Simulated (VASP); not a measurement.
**LiSi16 (a cell with a defect): single point with PBEsol**

The system is LiSi16 (a cell with a defect).

```xyz
17
Lattice="0.0000 5.4300 5.4300 5.4300 0.0000 5.4300 5.4300 5.4300 0.0000" Properties=species:S:1:pos:R:3 pbc="T T T"
Si   -0.1574   -0.1702   -0.5712
Si    1.1717    1.6337    1.0075
Si    2.8199    3.0710   -0.3070
Si    4.3750    3.9571    1.0416
Si    2.4706    0.1430    2.3956
Si    3.7733    1.4751    3.9327
Si    5.6960    2.6881    2.6996
Si    6.6428    4.3783    4.0559
Si    0.1198    2.5854    2.8094
Si    1.8470    3.8289    3.9171
Si    3.2091    5.2587    2.9840
Si    4.3085    6.8113    4.3676
Si    2.6911    2.5541    5.6086
Si    3.8378    3.8264    7.1280
Si    5.2659    5.1782    5.8314
Si    6.8769    6.4987    6.8334
Li    5.4185    5.3605    2.4990
```

```yaml
Program: VASP 6.6.1
Task: single point
Functional: PBEsol
Potentials_or_basis: VASP PAW PBE potentials, release 64 (Si, Li_sv)
Cutoff: 520 eV
k_mesh: 2 × 2 × 2
Occupations: fermi-dirac, width 0.02 eV
Spin: collinear spin, zero start
Starting_moments: "[0.0, 0.0, 0.0, 0.0, 0.0, 0.0, 0.0, 0.0, 0.0, 0.0, 0.0, 0.0, 0.0, 0.0, 0.0, 0.0, 0.0] μB"
```

- Largest force: 3.029 eV/Å
- Net moment: 0.00 μB per cell
- Valence electrons inside the program's atomic spheres: Si 1.61, 1.63, 1.66, 1.70, 1.67, 1.64, 1.62, 1.68, 1.69, 1.74, 1.65 (each value once); Li 2.19

Forces on the atoms (eV/Å):
```
Si   1.622  1.063  0.147
Si   0.509 -0.827 -1.597
Si  -0.918 -1.474  0.618
Si  -0.392 -0.345  1.380
Si  -0.023  0.838  0.728
Si   1.777 -0.580 -1.258
Si  -1.407 -0.550 -0.136
Si   0.737 -0.837  0.745
Si   0.266  0.754  0.152
Si  -2.887 -0.158  0.902
Si  -0.805  1.068 -2.403
Si  -0.536 -0.068  0.359
Si  -0.192 -0.129 -0.034
Si   0.778  0.190  0.180
Si   0.351  0.381 -0.770
Si   0.661 -0.256  1.831
Li   0.456  0.932 -0.846
```

Levels at points of the mesh, in eV from the Fermi level:
Spin up:
```tsv
k point	band 30	band 31	band 32	band 33	band 34	band 35	band 36	band 37
(0.00, 0.00, 0.00)	-1.31	-0.80	-0.61	-0.48	-0.27	-0.07	0.04	0.16
(0.50, 0.00, 0.00)	-1.66	-1.20	-0.90	-0.59	0.19	0.26	0.57	0.82
(0.00, 0.50, 0.00)	-1.48	-1.19	-1.07	-0.61	-0.21	0.13	0.48	0.78
(0.00, 0.00, 0.50)	-1.53	-1.16	-0.95	-0.92	0.02	0.39	0.46	0.87
(0.50, 0.50, 0.50)	-1.56	-1.42	-1.32	-0.55	-0.01	0.21	0.46	0.88
(0.50, 0.50, 0.00)	-1.55	-1.53	-1.37	-1.21	0.13	0.31	0.97	1.16
(0.00, 0.50, 0.50)	-1.78	-1.70	-1.34	-1.23	0.44	0.52	1.01	1.26
(0.50, 0.00, 0.50)	-1.78	-1.55	-1.35	-1.22	0.39	0.62	1.00	1.24
```
Spin down:
```
           k point  band 30  band 31  band 32  band 33  band 34  band 35  band 36  band 37
(0.00, 0.00, 0.00)    -1.31    -0.80    -0.61    -0.48    -0.27    -0.07     0.04     0.16
(0.50, 0.00, 0.00)    -1.66    -1.20    -0.90    -0.59     0.19     0.26     0.57     0.82
(0.00, 0.50, 0.00)    -1.48    -1.19    -1.07    -0.61    -0.21     0.13     0.48     0.78
(0.00, 0.00, 0.50)    -1.53    -1.16    -0.95    -0.92     0.02     0.39     0.46     0.87
(0.50, 0.50, 0.50)    -1.56    -1.42    -1.32    -0.55    -0.01     0.21     0.46     0.88
(0.50, 0.50, 0.00)    -1.55    -1.53    -1.37    -1.21     0.13     0.31     0.97     1.17
(0.00, 0.50, 0.50)    -1.78    -1.70    -1.34    -1.23     0.44     0.52     1.01     1.26
(0.50, 0.00, 0.50)    -1.78    -1.55    -1.35    -1.22     0.39     0.62     1.00     1.24
```

Run time: 9.2 min on 1 thread of Intel(R) Xeon(R) Platinum 8375C CPU @ 2.90GHz (Ice Lake), with other jobs on the host, peak memory 0.71 GiB.

Caveat: the k points lie up to 0.50 Å⁻¹ apart; no moment was typed at the start, so none could form; the PAW data sets were made with another functional, which shifts forces and pressure a little.
